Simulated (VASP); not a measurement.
NbTe, 2 atoms in the cell. The structure is hexagonal, space group P-6m2 (No. 187). Conventional cell: a = 3.846 Å, b = 3.846 Å, c = 3.836 Å, α = 90.00°, β = 90.00°, γ = 120.00°. Nb (site symmetry -6m2) has 6 Te at 2.93 Å and 8 Nb at 3.84 to 3.85 Å within 3.9 Å. Te (site symmetry -6m2) has 6 Nb at 2.93 Å and 8 Te at 3.84 to 3.85 Å within 3.9 Å. 

| Quantity | Value |
| --- | --- |
| Program | VASP 6.6.1 |
| Task | single point |
| Functional | BLYP |
| Potentials or basis | VASP PAW PBE potentials, release 64 (Nb_sv, Te) |
| Cutoff | 520 eV |
| k mesh | 5 × 2 × 2 |
| Occupations | gaussian, width 0.1 eV |
| Spin | no spin polarisation |
| Dipole correction | no |
| Further INCAR settings | ALGO = Normal; EDIFF = 1e-07; NBANDS = 16; ISYM = 0 |

Potentials or basis: VASP PAW PBE potentials, release 64 (Nb_sv, Te).

The run is started by

```console
$ cat potpaw_PBE.64/Nb_sv/POTCAR potpaw_PBE.64/Te/POTCAR > POTCAR
$ mpirun -np 1 vasp_std > vasp.out
```

Hardware: 1 thread of Intel Xeon 6975P-C, with other jobs on the host.

**Question.** Estimate the wall time of this run.

**Answer.** It took 22 s on 1 thread of Intel Xeon 6975P-C (shared host), peak memory 0.17 GiB. Counts: scf iterations 14, k points 12.
